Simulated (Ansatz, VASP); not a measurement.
# BN in VASP and in Ansatz

```
CELL_PARAMETERS angstrom
2.54177 0.00000 0.00000
-1.27089 2.20124 0.00000
0.00000 0.00000 4.20464
ATOMIC_POSITIONS crystal
B 0.66667 0.33333 0.00023
B 0.33333 0.66667 0.50023
N 0.66667 0.33333 0.37477
N 0.33333 0.66667 0.87477
```

Alike in both runs: functional r2SCAN; dispersion rVV10; k mesh 12 × 12 × 6; no spin polarisation.

Ansatz relaxed the structure, and its values are those at the end. VASP's run is a single point on that final structure, the one shown.

|  | VASP | Ansatz |
| --- | --- | --- |
| version | VASP 6.6.1 | Ansatz 0.2.0 |
| potentials or method | VASP PAW PBE potentials, release 64 (B, N), cutoff 520 eV | plane waves, PAW |
| occupations | gaussian, width 0.01 eV | fixed |
| valence electrons in the cell | 16 | 16 |

```csv
,VASP,Ansatz,Ansatz less VASP
pressure (GPa),1.2,0.0,-1.20
```

VASP's potentials were made for PBE, not for r2SCAN.
